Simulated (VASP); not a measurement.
Runs of VASP 6.6.1 on Co. The structure is that of space group Im-3m (No. 229), or close to it. The cells are those of the table. This isn't the form of Co at room conditions, which is hcp.

```tsv
task	cell	k mesh	cutoff (eV)	gap on the mesh (eV)	pressure (GPa)	moment (μB)
single point	a = 2.498 Å, angles 109.5°, 1 atom	18 × 18 × 18	520	none	-13.3	1.81
single point	a = 2.333 Å, angles 109.5°, 1 atom	18 × 18 × 18	520	none	(d)	(a)
single point	a = 2.435 Å, angles 109.5°, 1 atom	26 × 26 × 26	520	none	-0.9	1.75
single point	a = 2.402 Å, angles 109.5°, 1 atom	18 × 18 × 18	520	none	7.5	(b)
relaxation of cell and atoms	relaxed from a = 2.432 Å, angles 109.5°, 1 atom	16 × 16 × 16	600	none	0.0	1.75
single point	a = 2.368 Å, angles 109.5°, 1 atom	18 × 18 × 18	520	none	(c)	1.68
single point	a = 2.467 Å, angles 109.5°, 1 atom	18 × 18 × 18	520	none	-7.9	1.78
single point	a = 2.529 Å, angles 109.5°, 1 atom	18 × 18 × 18	520	none	-17.7	1.83
```

Alike in all rows: level PBE; potentials or basis VASP PAW PBE potentials, release 64 (Co); spin collinear, ferromagnetic start; smearing fermi-dirac 0.05 eV.

Fill in the values left out.

(a) 1.66; (b) 1.70; (c) 18.9; (d) 33.5.

Caveats: the cell stands under tension (at least some runs); the cell stands under pressure (at least some runs).

A gap of «none» marks levels without a gap at the run's occupations.
